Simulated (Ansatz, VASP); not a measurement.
Ga3B: VASP beside Ansatz

File INCAR:

```
  ALGO = Fast
  EDIFF = 1E-6
  EDIFFG = -0.04
  ENCUT = 600
  GGA = PE
  IBRION = 2
  ISIF = 3
  ISMEAR = 0
  LASPH = True
  LCHARG = False
  LREAL = False
  LWAVE = False
  NELM = 80
  NSW = 90
  PREC = Accurate
  SIGMA = 0.1
```

KPOINTS

```
k-points
0
Gamma
  4 4 4
```

The input POSCAR:

```
Ga3B
1.0
    3.9455205800      0.0000000000      0.0000000000
    0.0000000000      3.9455205800      0.0000000000
    0.0000000000      0.0000000000      3.9455205800
Ga B
3 1
Direct
    0.5000000000      0.0000000000      0.0000000000
    0.0000000000      0.5000000000      0.0000000000
    0.0000000000      0.0000000000      0.5000000000
    0.0000000000      0.0000000000      0.0000000000
```

Input for Ansatz:

```yaml
crystal:
  lattice:
    - [3.94552058, 0.0, 0.0]
    - [0.0, 3.94552058, 0.0]
    - [0.0, 0.0, 3.94552058]
  atoms:
    - { symbol: Ga, position: [0.5, 0.0, 0.0] }
    - { symbol: Ga, position: [0.0, 0.5, 0.0] }
    - { symbol: Ga, position: [0.0, 0.0, 0.5] }
    - { symbol: B, position: [0.0, 0.0, 0.0] }
basis:
  ecutwfc: 420
kpoints:
  mp_grid: { grid: [4, 4, 4] }
hamiltonian:
  xc: pbe
scf:
  occupations: { method: gaussian, width: 0.1 }
  lower_state_search: "off"
output:
  forces: true
  stress: true
  eigenvalues: true
relax:
  adjacent_minimum: "off"
  f_tol: 0.04
  max_steps: 70
  cell: { stress_tol: 0.4 }
```

Alike in both runs: task relaxation of cell and atoms; functional PBE; k mesh 4 × 4 × 4; occupations gaussian, width 0.1 eV; no spin polarisation.

|  | VASP | Ansatz |
| --- | --- | --- |
| version | VASP 6.6.1 | Ansatz 0.2.0 |
| potentials or method | VASP PAW PBE potentials, release 64 (Ga_d, B), cutoff 600 eV | scalar-relativistic, plane waves, PAW |
| valence electrons in the cell | 42 | 42 |

Ansatz gave:

- gap on the k mesh at the Fermi level, each at its own relaxed structure (eV): none
- relaxed volume (Å³/atom): 20.02
- relaxed cell length with the largest relative difference (Å): 4.311

**Question.** What did VASP give for the same quantities?

**Answer.** gap on the k mesh at the Fermi level, each at its own relaxed structure (eV): none; relaxed volume (Å³/atom): 20.14; relaxed cell length with the largest relative difference (Å): 4.319.

A gap of «none» marks a metal or a gap that the smearing closes.

The k mesh is coarse, so the values compare programs but aren't converged. Noted on VASP's run: the volume moved by over 15 % at a fixed basis, so the end points are rough.
